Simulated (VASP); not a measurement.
# Li3ZrN2 (P6/mmm) in VASP: a series of runs

Li3ZrN2 is run at these levels: PBE; tasks: single point, relaxation of cell and atoms.

All numbers are computed with VASP 6.6.1; they aren't measurements. Logs are shortened: lines on timing, memory, paths and dates and some standing lists are left out, and cuts for length are marked.

## Step 1: The cell of the first run

Symmetry: P6/mmm, No. 191, hexagonal system. Conventional cell: a = 4.499 Å, b = 4.499 Å, c = 3.256 Å, α = 90.00°, β = 90.00°, γ = 120.00°. Li (site symmetry mmm) has 4 N at 2.08 Å and 4 Li at 2.25 Å and 4 Zr at 2.78 Å within 2.8 Å. Within 3.4 Å of Zr (site symmetry 6/mmm) lie 6 N at 2.60 Å and 12 Li at 2.78 Å and 2 Zr at 3.26 Å. N (site symmetry -6m2) has 6 Li at 2.08 Å and 3 N at 2.60 Å and 3 Zr at 2.60 Å within 2.8 Å.

The cell was generated, and may not be a known phase.

## Step 2: Single point, PBE

INCAR reads:

```
SYSTEM = Li3ZrN2
ALGO = Normal ; EDIFF = 1E-6
ENCUT = 520 ; GGA = PE
ISIF = 2 ; ISMEAR = 0
LASPH = .True. ; LCHARG = .True.
LELF = .True. ; LREAL = .False.
LVHAR = .True. ; LWAVE = .False.
NBANDS = 24 ; NELM = 60
PREC = Accurate ; SIGMA = 0.1
```

KPOINTS reads:

```
k-points
0
Gamma
  6 6 6
  0 0 0
```

POSCAR reads:

```
Li3ZrN2
1.0
    4.4989754626      0.0000000000      0.0000000000
   -2.2494877313      3.8962270416      0.0000000000
    0.0000000000      0.0000000000      3.2562525458
Li Zr N
3 1 2
Direct
    0.5000000000      0.0000000000      0.5000000000
    0.5000000000      0.5000000000      0.5000000000
    0.0000000000      0.5000000000      0.5000000000
    0.0000000000      0.0000000000      0.0000000000
    0.3333333333      0.6666666667      0.0000000000
    0.6666666667      0.3333333333      0.0000000000
```

Potentials or basis: VASP PAW PBE potentials, release 64 (Li_sv, Zr_sv, N).

The run is started by

```console
cat potpaw_PBE.64/Li_sv/POTCAR potpaw_PBE.64/Zr_sv/POTCAR potpaw_PBE.64/N/POTCAR > POTCAR
mpirun -np 1 vasp_std > vasp.out
```

OUTCAR:

```text
SYSTEM = Li3ZrN2
   EDIFF = 1E-6
   ENCUT = 520
   GGA = PE
   ISIF = 2
   ISMEAR = 0
   LASPH = .True.
   LREAL = .False.
   NELM = 60
   PREC = Accurate

 ion  position               nearest neighbor table
   1  0.500  0.000  0.500-   5 2.08   6 2.08   5 2.08   6 2.08   2 2.25   3 2.25   2 2.25   3 2.25
                             4 2.78   4 2.78   4 2.78   4 2.78
   2  0.500  0.500  0.500-   5 2.08   6 2.08   5 2.08   6 2.08   1 2.25   1 2.25   3 2.25   3 2.25
                             4 2.78   4 2.78   4 2.78   4 2.78
   3  0.000  0.500  0.500-   5 2.08   6 2.08   5 2.08   6 2.08   1 2.25   1 2.25   2 2.25   2 2.25
                             4 2.78   4 2.78   4 2.78   4 2.78
   4  0.000  0.000  0.000-   5 2.60   6 2.60   5 2.60   6 2.60   6 2.60   5 2.60   2 2.78   3 2.78
                             3 2.78   2 2.78   3 2.78   3 2.78   2 2.78   2 2.78   1 2.78   1 2.78
   5  0.333  0.667  0.000-   1 2.08   1 2.08   3 2.08   3 2.08   2 2.08   2 2.08   4 2.60   4 2.60
                             4 2.60
   6  0.667  0.333  0.000-   1 2.08   1 2.08   3 2.08   3 2.08   2 2.08   2 2.08   4 2.60   4 2.60
                             4 2.60

  LATTYP: Found a hexagonal cell.
 ALAT       =     4.4989754626
 C/A-ratio  =     0.7237764626

  Lattice vectors:

 A1 = (   4.4989754626,   0.0000000000,   0.0000000000)
 A2 = (  -2.2494877313,   3.8962270416,   0.0000000000)
 A3 = (   0.0000000000,   0.0000000000,   3.2562525458)

Analysis of symmetry for initial positions (statically):
=====================================================================
 Subroutine PRICEL returns:
 Original cell was already a primitive cell.

 Routine SETGRP: Setting up the symmetry group for a
 hexagonal supercell.

 Subroutine GETGRP returns: Found 24 space group operations
 (whereof 24 operations were pure point group operations)
 out of a pool of 24 trial point group operations.

The static configuration has the point symmetry D_6h.

Analysis of symmetry for dynamics (positions and initial velocities):
=====================================================================
 Subroutine PRICEL returns:
 Original cell was already a primitive cell.

 Routine SETGRP: Setting up the symmetry group for a
 hexagonal supercell.

 Subroutine GETGRP returns: Found 24 space group operations
 (whereof 24 operations were pure point group operations)
 out of a pool of 24 trial point group operations.

The dynamic configuration has the point symmetry D_6h.

 Subroutine INISYM returns: Found 24 space group operations
 (whereof 24 operations are pure point group operations),
 and found     1 'primitive' translations

----------------------------------------------------------------------------------------

                                     Primitive cell

  volume of cell :      57.0789

  direct lattice vectors                    reciprocal lattice vectors
     4.498975463  0.000000000  0.000000000     0.222272828  0.128329277  0.000000000
    -2.249487731  3.896227042  0.000000000     0.000000000  0.256658554  0.000000000
     0.000000000  0.000000000  3.256252546     0.000000000  0.000000000  0.307101487

  length of vectors
     4.498975463  4.498975463  3.256252546     0.256658554  0.256658554  0.307101487

  position of ions in fractional coordinates (direct lattice)
     0.500000000  0.000000000  0.500000000
     0.500000000  0.500000000  0.500000000
     0.000000000  0.500000000  0.500000000
     0.000000000  0.000000000  0.000000000
     0.333333333  0.666666667  0.000000000
     0.666666667  0.333333333  0.000000000

  ion indices of the primitive-cell ions
   primitive index   ion index
                 1           1
                 2           2
                 3           3
                 4           4
                 5           5
                 6           6

----------------------------------------------------------------------------------------

 KPOINTS: k-points

Automatic generation of k-mesh.
 Grid dimensions read from file:
 generate k-points for:    6    6    6

 Generating k-lattice:

  Cartesian coordinates                     Fractional coordinates (reciprocal lattice)
     0.037045471  0.021388213  0.000000000     0.166666667  0.000000000  0.000000000
     0.000000000  0.042776426  0.000000000     0.000000000  0.166666667  0.000000000
     0.000000000  0.000000000  0.051183581     0.000000000  0.000000000  0.166666667

  Length of vectors
     0.042776426  0.042776426  0.051183581

  Shift w.r.t. Gamma in fractional coordinates (k-lattice)
     0.000000000  0.000000000  0.000000000

 Subroutine IBZKPT returns following result:
 ===========================================

 Found     28 irreducible k-points:

 Following reciprocal coordinates:
            Coordinates               Weight
  0.000000  0.000000  0.000000      1.000000
  0.166667  0.000000  0.000000      6.000000
  0.333333 -0.000000  0.000000      6.000000
  0.500000 -0.000000  0.000000      3.000000
  0.166667  0.166667  0.000000      6.000000
  0.333333  0.166667  0.000000     12.000000
[... 16 lines left out ...]
  0.166667  0.000000  0.500000      6.000000
  0.333333 -0.000000  0.500000      6.000000
 [... further k-points ...]
   k-points           NKPTS =     28   k-points in BZ     NKDIM =     28   number of bands    NBANDS=     24
   number of dos      NEDOS =    301   number of ions     NIONS =      6
   total plane-waves  NPLWV =  31104
   dimension x,y,z NGX =    36 NGY =   36 NGZ =   24
   dimension x,y,z NGXF=    72 NGYF=   72 NGZF=   48
   ions per type =               3   1   2
   NGX,Y,Z   is equivalent  to a cutoff of  13.30, 13.30, 12.25 a.u.
   NGXF,Y,Z  is equivalent  to a cutoff of  26.61, 26.61, 24.51 a.u.
 SYSTEM =  Li3ZrN2
   PREC   = accura    normal or accurate (medium, high low for compatibility)
   ISTART =      0    job   : 0-new  1-cont  2-samecut
   ICHARG =      2    charge: 1-file 2-atom 10-const
   ISPIN  =      1    spin polarized calculation?
   LNONCOLLINEAR =      F non collinear calculations
   LSORBIT =      F    spin-orbit coupling
   LASPH  =      T    aspherical Exc in radial PAW
   ENCUT  =  520.0 eV  38.22 Ry    6.18 a.u.   8.37  8.37  6.05*2*pi/ulx,y,z
   NELM   =     60;   NELMIN=  2; NELMDL= -5     # of ELM steps
   EDIFF  = 0.1E-05   stopping-criterion for ELM
   LREAL  =      F    real-space projection
   EDIFFG = 0.1E-04   stopping-criterion for IOM
   NSW    =      0    number of steps for IOM
   IBRION =     -1    ionic relax: 0-MD 1-quasi-New 2-CG
   NFREE  =      0    steps in history (QN), initial steepest desc. (CG)
   ISIF   =      2    stress and relaxation
   ISYM   =      2    0-nonsym 1-usesym 2-fastsym
   POTIM  = 0.5000    time-step for ionic-motion
   TEBEG  =    0.0;   TEEND  =   0.0 temperature during run
   PSTRESS=    0.0 pullay stress
   NELECT =      31.0000    total number of electrons
   NUPDOWN=      -1.0000    fix difference up-down
   EMIN   =  10.00;   EMAX   =-10.00  energy-range for DOS
   EFERMI =   0.00;   METHOD = LEGACY
   ISMEAR =     0;   SIGMA  =   0.10  broadening in eV -4-tet -1-fermi 0-gaus
   EFERMI_NEDOS =   21; number of points for ismear=-14 and -15
   IALGO  =     38    algorithm
   IMIX   =      4    mixing-type and parameters
     AMIX     =   0.40;   BMIX     =  1.00
     AMIX_MAG =   1.60;   BMIX_MAG =  1.00
  volume/ion in A,a.u.               =       9.51        64.20
  Fermi-wavevector in a.u.,A,eV,Ry     =   1.335683  2.524075 24.273462  1.784049
  Thomas-Fermi vector in A             =   2.464368
   LORBIT       =      0    0 simple, 1 ext, 2 COOP (PROOUT), +10 PAW based schemes
   GGA     = PE    functional components
   LHFCALC =     F    Hartree Fock is set to
   AEXX    =    0.0000 exact exchange contribution
   IVDW    =     0    specifies the selected vdW correction
   LEPSILON=     F    determine dielectric tensor
   LRPA    =     F    only Hartree local field effects (RPA)
 non-spin polarized calculation
 Gauss-broadening in eV      SIGMA  =   0.10
  energy-cutoff  :      520.00
  volume of cell :       57.08
 maximum number of plane-waves:      1584
 NGX is ok and might be reduce to    36
   NGX = 17   NGY = 17   NGZ = 13

 number of electron      31.0000003 magnetization

 Free energy of the ion-electron system (eV)
  ---------------------------------------------------
  ext. energy  EPLUGINS =         0.00000000
  ---------------------------------------------------
  free energy    TOTEN  =       -31.43077300 eV

  energy without entropy =      -31.40656360  energy(sigma->0) =      -31.41866830

 E-fermi :   6.4371     XC(G=0): -11.1603

 val. band max:        6.4325796946   @ k =   0.3333   0.1667   0.1667
 cond. band min:       6.4514509200   @ k =   0.3333   0.1667   0.3333
 fundamental gap:      0.0188712254
 Fermi energy:         6.4371255578

 k-point     1 :       0.0000    0.0000    0.0000
  band No.  band energies     occupation
      1     -42.2717      2.00000
      2     -38.1723      2.00000
      3     -37.9632      2.00000
      4     -37.9632      2.00000
      5     -20.2764      2.00000
      6     -20.2764      2.00000
[... 16 lines left out ...]
     23      12.0641      0.00000
     24      13.4854      0.00000

 k-point     2 :       0.1667    0.0000    0.0000
  band No.  band energies     occupation
      1     -42.2709      2.00000
      2     -38.1606      2.00000
      3     -37.9759      2.00000
      4     -37.9633      2.00000
      5     -20.2858      2.00000
      6     -20.2778      2.00000
[... 16 lines left out ...]
     23      12.2400      0.00000
     24      13.6361      0.00000
[... 565 lines left out ...]
     23      16.3418      0.00000
     24      16.8355      0.00000

 k-point    24 :       0.3333   -0.0000    0.5000
  band No.  band energies     occupation
      1     -42.2284      2.00000
      2     -38.1248      2.00000
      3     -38.0038      2.00000
      4     -37.9593      2.00000
      5     -20.5784      2.00000
      6     -20.2587      2.00000
[... 16 lines left out ...]
     23      15.9823      0.00000
     24      17.2928      0.00000

 [... further k-points ...]

------------------------ aborting loop because EDIFF is reached ----------------------------------------

  FORCE on cell =-STRESS in cart. coord.  units (eV):
  Direction    XX          YY          ZZ          XY          YZ          ZX
  --------------------------------------------------------------------------------------
  -------------------------------------------------------------------------------------
  Total       -0.0516652     -0.0516652      0.1601852      0.0000000     -0.0000000      0.0000000
  in kB       -1.4502160     -1.4502160      4.4963177      0.0000000     -0.0000000      0.0000000
  external PRESSURE =       0.5319619 kB  Pullay stress =       0.0000000 kB

 VOLUME and BASIS-vectors are now :
 -----------------------------------------------------------------------------
  energy-cutoff  :      520.00
  volume of cell :       57.08
      direct lattice vectors                 reciprocal lattice vectors
     4.498975463  0.000000000  0.000000000     0.222272828  0.128329277  0.000000000
    -2.249487731  3.896227042  0.000000000     0.000000000  0.256658554  0.000000000
     0.000000000  0.000000000  3.256252546     0.000000000  0.000000000  0.307101487

 POSITION                                       TOTAL-FORCE (eV/Angst)
 -----------------------------------------------------------------------------------
      2.24949      0.00000      1.62813         0.000000      0.000000      0.000000
      1.12474      1.94811      1.62813         0.000000      0.000000      0.000000
     -1.12474      1.94811      1.62813         0.000000      0.000000      0.000000
      0.00000      0.00000      0.00000         0.000000      0.000000      0.000000
     -0.00000      2.59748      0.00000        -0.000000      0.000000      0.000000
      2.24949      1.29874      0.00000         0.000000      0.000000     -0.000000
 -----------------------------------------------------------------------------------
    total drift:                                0.000000      0.000000      0.000000

  FREE ENERGIE OF THE ION-ELECTRON SYSTEM (eV)
  ---------------------------------------------------
  free  energy   TOTEN  =       -31.4307729954 eV

  energy  without entropy=      -31.4065636022  energy(sigma->0) =      -31.41866830
```

It took 62 s on 1 thread of Oxide Virtual Turin-like, shared host; peak memory 0.17 GiB.

What came out:

- Free energy: -31.4308 eV
- Band gap on the k mesh: zero (an odd number of electrons rules out a gap without spin polarisation)

Caveat: the cutoff is under 1.25 times the usual one of these potentials, so pressure, stress and relaxed cells hold a basis-set (Pulay) error.

## Step 3: Single point, PBE

This run uses another cell than the first one, of 11.23 Å³/atom.

INCAR reads:

```
SYSTEM = Li3ZrN2
PREC = Accurate
ENCUT = 520
EDIFF = 1E-6
ISMEAR = 0
SIGMA = 0.1
LREAL = .FALSE.
LASPH = .TRUE.
NELM = 60
ALGO = Normal
ISIF = 2
LWAVE = .FALSE.
LCHARG = .FALSE.
GGA = PE
NBANDS = 24
```

KPOINTS reads:

```
regular mesh
0
G
  6 6 6
  0 0 0
```

POSCAR reads:

```
Li3ZrN2
1.0
    5.1401713800      0.0000000000      0.0000000000
   -2.5700856900      4.4515190000      0.0000000000
    0.0000000000      0.0000000000      2.9445260000
Li Zr N
3 1 2
Direct
    0.5000000000      0.0000000000      0.5000000000
    0.5000000000      0.5000000000      0.5000000000
    0.0000000000      0.5000000000      0.5000000000
    0.0000000000      0.0000000000      0.0000000000
    0.3333333300      0.6666666700      0.0000000000
    0.6666666700      0.3333333300      0.0000000000
```

Potentials or basis: VASP PAW PBE potentials, release 64 (Li_sv, Zr_sv, N).

The run is started by

```console
cat potpaw_PBE.64/Li_sv/POTCAR potpaw_PBE.64/Zr_sv/POTCAR potpaw_PBE.64/N/POTCAR > POTCAR
mpirun -np 1 vasp_std > vasp.out
```

OUTCAR:

```text
SYSTEM = Li3ZrN2
   PREC = Accurate
   ENCUT = 520
   EDIFF = 1E-6
   ISMEAR = 0
   LREAL = .FALSE.
   LASPH = .TRUE.
   NELM = 60
   ISIF = 2
   GGA = PE

 ion  position               nearest neighbor table
   1  0.500  0.000  0.500-   5 2.09   6 2.09   5 2.09   6 2.09   2 2.57   3 2.57   2 2.57   3 2.57
                             4 2.96   4 2.96   4 2.96   4 2.96
   2  0.500  0.500  0.500-   5 2.09   6 2.09   5 2.09   6 2.09   3 2.57   3 2.57   1 2.57   1 2.57
                             4 2.96   4 2.96   4 2.96   4 2.96
   3  0.000  0.500  0.500-   5 2.09   6 2.09   5 2.09   6 2.09   2 2.57   2 2.57   1 2.57   1 2.57
                             4 2.96   4 2.96   4 2.96   4 2.96
   4  0.000  0.000  0.000-   1 2.96   1 2.96   1 2.96   1 2.96   2 2.96   3 2.96   3 2.96   3 2.96
[... 860 lines left out ...]
  Total       -6.0474052     -6.0474052      0.8162202      0.0000000     -0.0000000      0.0000000
  in kB     -143.8064713   -143.8064717     19.4096040      0.0000000     -0.0000000      0.0000000
  external PRESSURE =     -89.4011130 kB  Pullay stress =       0.0000000 kB

 VOLUME and BASIS-vectors are now :
 -----------------------------------------------------------------------------
  energy-cutoff  :      520.00
  volume of cell :       67.38
      direct lattice vectors                 reciprocal lattice vectors
     5.140171380  0.000000000  0.000000000     0.194546043  0.112321210  0.000000000
    -2.570085690  4.451519000  0.000000000     0.000000000  0.224642420  0.000000000
     0.000000000  0.000000000  2.944526000     0.000000000  0.000000000  0.339613235

 POSITION                                       TOTAL-FORCE (eV/Angst)
 -----------------------------------------------------------------------------------
      2.57009      0.00000      1.47226         0.000000      0.000000      0.000000
      1.28504      2.22576      1.47226         0.000000      0.000000      0.000000
     -1.28504      2.22576      1.47226         0.000000      0.000000      0.000000
      0.00000      0.00000      0.00000         0.000000      0.000000      0.000000
     -0.00000      2.96768      0.00000        -0.000000      0.000000      0.000000
      2.57009      1.48384      0.00000         0.000000     -0.000000      0.000000
 -----------------------------------------------------------------------------------
    total drift:                                0.000000     -0.000000      0.000000

  FREE ENERGIE OF THE ION-ELECTRON SYSTEM (eV)
  ---------------------------------------------------
  free  energy   TOTEN  =       -30.2638513571 eV

  energy  without entropy=      -30.2456483649  energy(sigma->0) =      -30.25474986
```

OSZICAR:

```text
N       E                     dE             d eps       ncg     rms          rms(c)
DAV:   1     0.234165874827E+03    0.23417E+03   -0.14990E+04  1344   0.136E+03
DAV:   2    -0.167889683115E+02   -0.25095E+03   -0.23532E+03  1600   0.369E+02
DAV:   3    -0.396035589770E+02   -0.22815E+02   -0.22463E+02  2304   0.851E+01
DAV:   4    -0.410738046240E+02   -0.14702E+01   -0.14657E+01  1880   0.212E+01
[... 17 lines left out ...]
DAV:  22    -0.302638554710E+02    0.16757E-04   -0.19813E-04  1888   0.967E-02    0.490E-02
DAV:  23    -0.302638702247E+02   -0.14754E-04   -0.47962E-05  1624   0.331E-02    0.315E-02
DAV:  24    -0.302638622888E+02    0.79359E-05   -0.43823E-06  1536   0.133E-02    0.218E-02
DAV:  25    -0.302638513384E+02    0.10950E-04   -0.16119E-05  1504   0.191E-02    0.735E-03
DAV:  26    -0.302638513571E+02   -0.18694E-07   -0.78617E-07   936   0.588E-03
   1 F= -.30263851E+02 E0= -.30254750E+02  d E =-.182030E-01
```

It took 1.9 min on 1 thread of Oxide Virtual Turin-like, shared host; peak memory 0.17 GiB.

Results:

```
Free energy            : -30.2639 eV
Band gap on the k mesh : zero (an odd number of electrons rules out a gap without spin polarisation)
```

Caveat: the cutoff is under 1.25 times the usual one of these potentials, so pressure, stress and relaxed cells hold a basis-set (Pulay) error.

(Continued in part 2 of 2.)

The gap in the log of VASP goes by the Fermi energy; the results here count the filled bands.